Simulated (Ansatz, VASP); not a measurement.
TaTl3Ag3 in VASP and in Ansatz

```xyz
7
Lattice="6.2237 0.0000 0.0000 -3.1118 5.3899 0.0000 0.0000 0.0000 4.8108" Properties=species:S:1:pos:R:3 pbc="T T T"
Ta    3.1118    1.7966    2.4054
Tl   -1.5291    4.4761    2.4054
Tl    0.0000    1.8276    2.4054
Tl    1.5291    4.4761    2.4054
Ag    4.5600    0.9605    0.0000
Ag    3.1118    3.4688    0.0000
Ag    1.6637    0.9605    0.0000
```

Alike in both runs: functional PBE; k mesh 6 × 6 × 8; occupations gaussian, width 0.1 eV; no spin polarisation.

Ansatz relaxed the structure, and its values are those at the end. VASP's run is a single point on that final structure, the one shown.

|  | VASP | Ansatz |
| --- | --- | --- |
| version | VASP 6.6.1 | Ansatz 0.2.0 |
| potentials or method | VASP PAW PBE potentials, release 64 (Ta_pv, Tl_d, Ag), cutoff 520 eV | scalar-relativistic, plane waves, PAW |
| valence electrons in the cell | 83 | 109 |

```csv
,VASP,Ansatz,Ansatz less VASP
gap on the k mesh at the Fermi level (eV),none,none,-
pressure (GPa),0.0,0.0,+0.04
```

A gap of «none» marks a metal or a gap that the smearing closes. VASP's potentials hold 83 valence electrons a cell and Ansatz's 109, so a difference there can come from the potentials and not from the codes.

Spin-orbit coupling is off throughout.
